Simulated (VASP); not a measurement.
# Ti (P6/mmm) in VASP: a series of runs

Aim: see how the results for Ti move with the level of theory and the settings. Levels: PBEsol, LDA. Tasks: single point.

Everything below comes from runs of VASP 6.6.1. Logs are shortened: lines on timing, memory, paths and dates and some standing lists are left out, and cuts for length are marked.

## (1) The cell of the first run

Symmetry: P6/mmm, No. 191, hexagonal system. The conventional cell has a = 4.567 Å, b = 4.567 Å, c = 2.826 Å, α = 90.00°, β = 90.00°, γ = 120.00°. Within 3.5 Å of Ti (site symmetry -6m2) lie 11 Ti at 2.64 to 2.99 Å. Ti (site symmetry 6/mmm) has 14 Ti at 2.83 to 2.99 Å within 3.7 Å.

## (2) Single point, PBEsol

Contents of INCAR:

```
SYSTEM = Ti
PREC = Accurate
ENCUT = 520
EDIFF = 1E-7
ISMEAR = -1
SIGMA = 0.05
LREAL = .False.
LASPH = .True.
NELM = 100
ALGO = Normal
ISIF = 2
LWAVE = .False.
LCHARG = .False.
GGA = PS
NBANDS = 25
```

Contents of KPOINTS:

```
Automatic mesh
0
Gamma
  7 7 9
  0 0 0
```

Contents of POSCAR:

```
Ti
1.0
    4.5673748306      0.0000000000      0.0000000000
   -2.2836874153      3.9554626319      0.0000000000
    0.0000000000      0.0000000000      2.8262442700
Ti
3
Direct
    0.6666666667      0.3333333333      0.5000000000
    0.3333333333      0.6666666667      0.5000000000
    0.0000000000      0.0000000000      0.0000000000
```

Potentials or basis: VASP PAW PBE potentials, release 64 (Ti_sv).

On the command line:

```bash
$ cat potpaw_PBE.64/Ti_sv/POTCAR > POTCAR
$ mpirun -np 1 vasp_std > vasp.out
```

OUTCAR:

```text
SYSTEM = Ti
   PREC = Accurate
   ENCUT = 520
   EDIFF = 1E-7
   ISMEAR = -1
   LREAL = .False.
   LASPH = .True.
   NELM = 100
   ISIF = 2
   GGA = PS

 ion  position               nearest neighbor table
   1  0.667  0.333  0.500-   2 2.64   2 2.64   2 2.64
   2  0.333  0.667  0.500-   1 2.64   1 2.64   1 2.64
   3  0.000  0.000  0.000-

  LATTYP: Found a hexagonal cell.
 ALAT       =     4.5673748306
 C/A-ratio  =     0.6187896494

  Lattice vectors:

 A1 = (   4.5673748306,   0.0000000000,   0.0000000000)
 A2 = (  -2.2836874153,   3.9554626319,   0.0000000000)
 A3 = (   0.0000000000,   0.0000000000,   2.8262442700)

Analysis of symmetry for initial positions (statically):
=====================================================================
 Subroutine PRICEL returns:
 Original cell was already a primitive cell.

 Routine SETGRP: Setting up the symmetry group for a
 hexagonal supercell.

 Subroutine GETGRP returns: Found 24 space group operations
 (whereof 24 operations were pure point group operations)
 out of a pool of 24 trial point group operations.

The static configuration has the point symmetry D_6h.

Analysis of symmetry for dynamics (positions and initial velocities):
=====================================================================
 Subroutine PRICEL returns:
 Original cell was already a primitive cell.

 Routine SETGRP: Setting up the symmetry group for a
 hexagonal supercell.

 Subroutine GETGRP returns: Found 24 space group operations
 (whereof 24 operations were pure point group operations)
 out of a pool of 24 trial point group operations.

The dynamic configuration has the point symmetry D_6h.

 Subroutine INISYM returns: Found 24 space group operations
 (whereof 24 operations are pure point group operations),
 and found     1 'primitive' translations

----------------------------------------------------------------------------------------

                                     Primitive cell

  volume of cell :      51.0592

  direct lattice vectors                    reciprocal lattice vectors
     4.567374831  0.000000000  0.000000000     0.218944150  0.126407464  0.000000000
    -2.283687415  3.955462632  0.000000000     0.000000000  0.252814928  0.000000000
     0.000000000  0.000000000  2.826244270     0.000000000  0.000000000  0.353826458

  length of vectors
     4.567374831  4.567374831  2.826244270     0.252814928  0.252814928  0.353826458

  position of ions in fractional coordinates (direct lattice)
     0.666666667  0.333333333  0.500000000
     0.333333333  0.666666667  0.500000000
     0.000000000  0.000000000  0.000000000

  ion indices of the primitive-cell ions
   primitive index   ion index
                 1           1
                 2           2
                 3           3

----------------------------------------------------------------------------------------

 KPOINTS: Automatic mesh

Automatic generation of k-mesh.
 Grid dimensions read from file:
 generate k-points for:    7    7    9

 Generating k-lattice:

  Cartesian coordinates                     Fractional coordinates (reciprocal lattice)
     0.031277736  0.018058209  0.000000000     0.142857143 -0.000000000  0.000000000
     0.000000000  0.036116418  0.000000000     0.000000000  0.142857143  0.000000000
     0.000000000  0.000000000  0.039314051     0.000000000  0.000000000  0.111111111

  Length of vectors
     0.036116418  0.036116418  0.039314051

  Shift w.r.t. Gamma in fractional coordinates (k-lattice)
     0.000000000  0.000000000  0.000000000

 Subroutine IBZKPT returns following result:
 ===========================================

 Found     40 irreducible k-points:

 Following reciprocal coordinates:
            Coordinates               Weight
  0.000000  0.000000  0.000000      1.000000
  0.142857  0.000000  0.000000      6.000000
  0.285714  0.000000  0.000000      6.000000
  0.428571  0.000000  0.000000      6.000000
  0.142857  0.142857  0.000000      6.000000
  0.285714  0.142857  0.000000     12.000000
[... 16 lines left out ...]
  0.428571  0.142857  0.222222     12.000000
  0.285714  0.285714  0.222222     12.000000
 [... further k-points ...]
   k-points           NKPTS =     40   k-points in BZ     NKDIM =     40   number of bands    NBANDS=     25
   number of dos      NEDOS =    301   number of ions     NIONS =      3
   total plane-waves  NPLWV =  31104
   dimension x,y,z NGX =    36 NGY =   36 NGZ =   24
   dimension x,y,z NGXF=    72 NGYF=   72 NGZF=   48
   ions per type =               3
   NGX,Y,Z   is equivalent  to a cutoff of  13.10, 13.10, 14.12 a.u.
   NGXF,Y,Z  is equivalent  to a cutoff of  26.21, 26.21, 28.23 a.u.
 SYSTEM =  Ti
   PREC   = accura    normal or accurate (medium, high low for compatibility)
   ISTART =      0    job   : 0-new  1-cont  2-samecut
   ICHARG =      2    charge: 1-file 2-atom 10-const
   ISPIN  =      1    spin polarized calculation?
   LNONCOLLINEAR =      F non collinear calculations
   LSORBIT =      F    spin-orbit coupling
   LASPH  =      T    aspherical Exc in radial PAW
   ENCUT  =  520.0 eV  38.22 Ry    6.18 a.u.   8.49  8.49  5.25*2*pi/ulx,y,z
   NELM   =    100;   NELMIN=  2; NELMDL= -5     # of ELM steps
   EDIFF  = 0.1E-06   stopping-criterion for ELM
   LREAL  =      F    real-space projection
   EDIFFG = 0.1E-05   stopping-criterion for IOM
   NSW    =      0    number of steps for IOM
   IBRION =     -1    ionic relax: 0-MD 1-quasi-New 2-CG
   NFREE  =      0    steps in history (QN), initial steepest desc. (CG)
   ISIF   =      2    stress and relaxation
   ISYM   =      2    0-nonsym 1-usesym 2-fastsym
   POTIM  = 0.5000    time-step for ionic-motion
   TEBEG  =    0.0;   TEEND  =   0.0 temperature during run
   PSTRESS=    0.0 pullay stress
   NELECT =      36.0000    total number of electrons
   NUPDOWN=      -1.0000    fix difference up-down
   EMIN   =  10.00;   EMAX   =-10.00  energy-range for DOS
   EFERMI =   0.00;   METHOD = LEGACY
   ISMEAR =    -1;   SIGMA  =   0.05  broadening in eV -4-tet -1-fermi 0-gaus
   EFERMI_NEDOS =   21; number of points for ismear=-14 and -15
   IALGO  =     38    algorithm
   IMIX   =      4    mixing-type and parameters
     AMIX     =   0.40;   BMIX     =  1.00
     AMIX_MAG =   1.60;   BMIX_MAG =  1.00
  volume/ion in A,a.u.               =      17.02       114.85
  Fermi-wavevector in a.u.,A,eV,Ry     =   1.457084  2.753489 28.886426  2.123092
  Thomas-Fermi vector in A             =   2.573926
   LORBIT       =      0    0 simple, 1 ext, 2 COOP (PROOUT), +10 PAW based schemes
   GGA     = PS    functional components
   LHFCALC =     F    Hartree Fock is set to
   AEXX    =    0.0000 exact exchange contribution
   IVDW    =     0    specifies the selected vdW correction
   LEPSILON=     F    determine dielectric tensor
   LRPA    =     F    only Hartree local field effects (RPA)
 non-spin polarized calculation
  energy-cutoff  :      520.00
  volume of cell :       51.06
 maximum number of plane-waves:      1402
 NGX is ok and might be reduce to    36
   NGX = 17   NGY = 17   NGZ = 11

 number of electron      35.9999989 magnetization

 Free energy of the ion-electron system (eV)
  ---------------------------------------------------
  ext. energy  EPLUGINS =         0.00000000
  ---------------------------------------------------
  free energy    TOTEN  =       -25.04986386 eV

  energy without entropy =      -25.02753094  energy(sigma->0) =      -25.03869740

 E-fermi :   8.3038     XC(G=0): -11.7319

 val. band max:        8.2940453991   @ k =   0.4286   0.1429   0.3333
 cond. band min:       8.3396996507   @ k =   0.2857   0.1429   0.0000
 fundamental gap:      0.0456542516
 Fermi energy:         8.3037822856

 k-point     1 :       0.0000    0.0000    0.0000
  band No.  band energies     occupation
      1     -48.3312      2.00000
      2     -48.0711      2.00000
      3     -47.9014      2.00000
      4     -24.7497      2.00000
      5     -24.7497      2.00000
      6     -24.6440      2.00000
[... 17 lines left out ...]
     24      10.1372      0.00000
     25      10.2281      0.00000

 k-point     2 :       0.1429    0.0000    0.0000
  band No.  band energies     occupation
      1     -48.3283      2.00000
      2     -48.0660      2.00000
      3     -47.9096      2.00000
      4     -24.8049      2.00000
      5     -24.7868      2.00000
      6     -24.5876      2.00000
[... 17 lines left out ...]
     24       9.8718      0.00000
     25      10.6223      0.00000

 k-point     3 :       0.2857    0.0000    0.0000
  band No.  band energies     occupation
      1     -48.3221      2.00000
      2     -48.0508      2.00000
      3     -47.9318      2.00000
      4     -24.8741      2.00000
      5     -24.7875      2.00000
      6     -24.5158      2.00000
[... 17 lines left out ...]
     24      10.2277      0.00000
     25      11.0771      0.00000

 k-point     4 :       0.4286    0.0000    0.0000
  band No.  band energies     occupation
      1     -48.3174      2.00000
      2     -48.0305      2.00000
      3     -47.9574      2.00000
      4     -24.9139      2.00000
      5     -24.7359      2.00000
      6     -24.5004      2.00000
[... 17 lines left out ...]
     24      10.5768      0.00000
     25      10.8045      0.00000
[... 477 lines left out ...]
 k-point    22 :       0.2857    0.1429    0.2222
  band No.  band energies     occupation
      1     -48.2943      2.00000
      2     -48.0129      2.00000
      3     -47.9279      2.00000
      4     -24.8127      2.00000
      5     -24.7561      2.00000
      6     -24.6131      2.00000
[... 17 lines left out ...]
     24      10.4985      0.00000
     25      10.8139      0.00000

 k-point    23 :       0.4286    0.1429    0.2222
  band No.  band energies     occupation
      1     -48.2929      2.00000
      2     -47.9960      2.00000
      3     -47.9464      2.00000
      4     -24.8241      2.00000
      5     -24.7275      2.00000
      6     -24.6550      2.00000
[... 17 lines left out ...]
     24      10.7097      0.00000
     25      10.9123      0.00000

 k-point    24 :       0.2857    0.2857    0.2222
  band No.  band energies     occupation
      1     -48.2927      2.00000
      2     -47.9882      2.00000
      3     -47.9545      2.00000
      4     -24.7799      2.00000
      5     -24.7525      2.00000
      6     -24.6942      2.00000
[... 17 lines left out ...]
     24      10.8990      0.00000
     25      10.9142      0.00000

 [... further k-points ...]

------------------------ aborting loop because EDIFF is reached ----------------------------------------

  FORCE on cell =-STRESS in cart. coord.  units (eV):
  Direction    XX          YY          ZZ          XY          YZ          ZX
  --------------------------------------------------------------------------------------
  -------------------------------------------------------------------------------------
  Total       -1.2611531     -1.2611531     -1.2329136      0.0000000      0.0000000     -0.0000000
  in kB      -39.5735277    -39.5735277    -38.6874051      0.0000000      0.0000000     -0.0000000
  external PRESSURE =     -39.2781535 kB  Pullay stress =       0.0000000 kB

 VOLUME and BASIS-vectors are now :
 -----------------------------------------------------------------------------
  energy-cutoff  :      520.00
  volume of cell :       51.06
      direct lattice vectors                 reciprocal lattice vectors
     4.567374831  0.000000000  0.000000000     0.218944150  0.126407464  0.000000000
    -2.283687415  3.955462632  0.000000000     0.000000000  0.252814928  0.000000000
     0.000000000  0.000000000  2.826244270     0.000000000  0.000000000  0.353826458

 POSITION                                       TOTAL-FORCE (eV/Angst)
 -----------------------------------------------------------------------------------
      2.28369      1.31849      1.41312        -0.000000      0.000000     -0.000000
     -0.00000      2.63698      1.41312         0.000000     -0.000000      0.000000
      0.00000      0.00000      0.00000         0.000000      0.000000     -0.000000
 -----------------------------------------------------------------------------------
    total drift:                                0.000000      0.000000     -0.000000

  FREE ENERGIE OF THE ION-ELECTRON SYSTEM (eV)
  ---------------------------------------------------
  free  energy   TOTEN  =       -25.0498638575 eV

  energy  without entropy=      -25.0275309445  energy(sigma->0) =      -25.03869740
```

Run time: 74 s. Hardware: 1 thread of AMD EPYC 7R43 (Zen 3), shared host; peak memory 0.16 GiB.

Results:

```
Free energy            : -25.0499 eV
Pressure               : -3.9 GPa
Band gap on the k mesh : zero (band 18 reaches 8.50 eV, above the bottom of band 19 at 8.23 eV)
```

Caveat: the PAW data sets were made with another functional, which shifts forces and pressure a little.

## (3) Single point, LDA (volume scaled by 1.02)

Contents of INCAR:

```
  PREC = Accurate
  ENCUT = 520
  EDIFF = 1E-7
  ISMEAR = -1
  SIGMA = 0.05
  LREAL = False
  LASPH = True
  NELM = 80
  ALGO = Normal
  ISIF = 2
  LWAVE = False
  LCHARG = True
  GGA = CA
  LELF = True
  LVHAR = True
  NBANDS = 25
```

Contents of KPOINTS:

```
Automatic mesh
0
Gamma
  7 7 9
```

Contents of POSCAR:

```
Ti
1.0
    4.5976232276      0.0000000000      0.0000000000
   -2.2988116138      3.9816585121      0.0000000000
    0.0000000000      0.0000000000      2.8449616649
Ti
3
Direct
    0.6666666667      0.3333333333      0.5000000000
    0.3333333333      0.6666666667      0.5000000000
    0.0000000000      0.0000000000      0.0000000000
```

Potentials or basis: VASP PAW LDA potentials, release 64 (Ti_sv).

On the command line:

```bash
$ cat potpaw_LDA.64/Ti_sv/POTCAR > POTCAR
$ mpirun -np 1 vasp_std > vasp.out
```

OUTCAR:

```text
PREC = Accurate
   ENCUT = 520
   EDIFF = 1E-7
   ISMEAR = -1
   LREAL = False
   LASPH = True
   NELM = 80
   ISIF = 2
   GGA = CA

 ion  position               nearest neighbor table
   1  0.667  0.333  0.500-   2 2.65   2 2.65   2 2.65
   2  0.333  0.667  0.500-   1 2.65   1 2.65   1 2.65
   3  0.000  0.000  0.000-

  LATTYP: Found a hexagonal cell.
 ALAT       =     4.5976232276
 C/A-ratio  =     0.6187896494

  Lattice vectors:
[... 191 lines left out ...]
      2     -47.9653      2.00000
      3     -47.8012      2.00000
      4     -24.9269      2.00000
      5     -24.9269      2.00000
      6     -24.8086      2.00000
[... 661 lines left out ...]
     24      10.4817      0.00000
     25      10.5009      0.00000

 [... further k-points ...]
[... 5 lines left out ...]
  --------------------------------------------------------------------------------------
  -------------------------------------------------------------------------------------
  Total       -3.2690795     -3.2690795     -3.1544297      0.0000000      0.0000000      0.0000000
  in kB     -100.5685648   -100.5685648    -97.0415286      0.0000000      0.0000000      0.0000000
  external PRESSURE =     -99.3928860 kB  Pullay stress =       0.0000000 kB

 VOLUME and BASIS-vectors are now :
 -----------------------------------------------------------------------------
  energy-cutoff  :      520.00
  volume of cell :       52.08
      direct lattice vectors                 reciprocal lattice vectors
     4.597623228  0.000000000  0.000000000     0.217503686  0.125575812  0.000000000
    -2.298811614  3.981658512  0.000000000     0.000000000  0.251151624  0.000000000
     0.000000000  0.000000000  2.844961665     0.000000000  0.000000000  0.351498585

 POSITION                                       TOTAL-FORCE (eV/Angst)
 -----------------------------------------------------------------------------------
      2.29881      1.32722      1.42248         0.000000     -0.000000      0.000000
     -0.00000      2.65444      1.42248         0.000000      0.000000     -0.000000
      0.00000      0.00000      0.00000        -0.000000     -0.000000      0.000000
 -----------------------------------------------------------------------------------
    total drift:                                0.000000      0.000000     -0.000000

  FREE ENERGIE OF THE ION-ELECTRON SYSTEM (eV)
  ---------------------------------------------------
  free  energy   TOTEN  =       -25.5814189672 eV

  energy  without entropy=      -25.5575440285  energy(sigma->0) =      -25.56948150
```

It took 65 s on 1 thread of AMD EPYC 7R43 (Zen 3), shared host; peak memory 0.14 GiB.

Results:

* Free energy: -25.5814 eV
* Pressure: -9.9 GPa
* Band gap on the k mesh: zero (band 18 reaches 8.15 eV, above the bottom of band 19 at 7.90 eV)

Stress tensor (GPa, compression positive):
```
-10.06   0.00   0.00
  0.00 -10.06   0.00
  0.00   0.00  -9.70
```

Levels at points of the mesh, in eV from the Fermi level:
```csv
k point,band 15,band 16,band 17,band 18,band 19,band 20,band 21,band 22
"(0.00, 0.00, 0.00)",-0.68,-0.68,-0.56,-0.56,-0.04,0.64,1.25,1.25
```

## (4) Single point, PBEsol (volume scaled by 1.02)

Contents of INCAR:

```
PREC = Accurate ; ENCUT = 520
EDIFF = 1E-7 ; ISMEAR = -1
SIGMA = 0.05 ; LREAL = False
LASPH = True ; NELM = 60
ALGO = Normal ; ISIF = 2
LWAVE = False ; LCHARG = False
GGA = PS ; NBANDS = 25
```

Contents of KPOINTS:

```
regular mesh
0
Gamma
  7 7 9
```

POSCAR is that of step 3.

Potentials or basis: VASP PAW PBE potentials, release 64 (Ti_sv).

On the command line:

```bash
$ cat potpaw_PBE.64/Ti_sv/POTCAR > POTCAR
$ mpirun -np 1 vasp_std > vasp.out
```

Run time: 72 s. Hardware: 1 thread of AMD EPYC 7R43 (Zen 3), shared host; peak memory 0.16 GiB.

It converged, with:

```
Free energy            : -25.0187 eV
Pressure               : -5.9 GPa
Band gap on the k mesh : zero (band 18 reaches 8.29 eV, above the bottom of band 19 at 8.03 eV)
```

Levels at points of the mesh, in eV from the Fermi level:
| k point | band 15 | band 16 | band 17 | band 18 | band 19 | band 20 | band 21 | band 22 |
| --- | --- | --- | --- | --- | --- | --- | --- | --- |
| (0.00, 0.00, 0.00) | -0.70 | -0.70 | -0.59 | -0.59 | -0.03 | 0.67 | 1.28 | 1.28 |

Caveat: the PAW data sets were made with another functional, which shifts forces and pressure a little.

## (5) The runs side by side

| level | potentials or basis | cell | gap on the mesh (eV) | pressure (GPa) |
| --- | --- | --- | --- | --- |
| PBEsol | VASP PAW PBE potentials, release 64 (Ti_sv) | a = 4.567, b = 4.567, c = 2.826 Å, angles 90.0, 90.0, 120.0°, 3 atoms | none | -3.9 |
| LDA | VASP PAW LDA potentials, release 64 (Ti_sv) | a = 4.598, b = 4.598, c = 2.845 Å, angles 90.0, 90.0, 120.0°, 3 atoms | none | -9.9 |
| PBEsol | VASP PAW PBE potentials, release 64 (Ti_sv) | a = 4.598, b = 4.598, c = 2.845 Å, angles 90.0, 90.0, 120.0°, 3 atoms | none | -5.9 |

Alike in all rows: task single point; no spin polarisation; k mesh 7 × 7 × 9; cutoff (eV) 520; smearing fermi-dirac 0.05 eV.

Caveats: the PAW data sets were made with another functional, which shifts forces and pressure a little (some runs).

Total energies depend on the potentials used, so only differences within one code and one set of settings carry meaning.
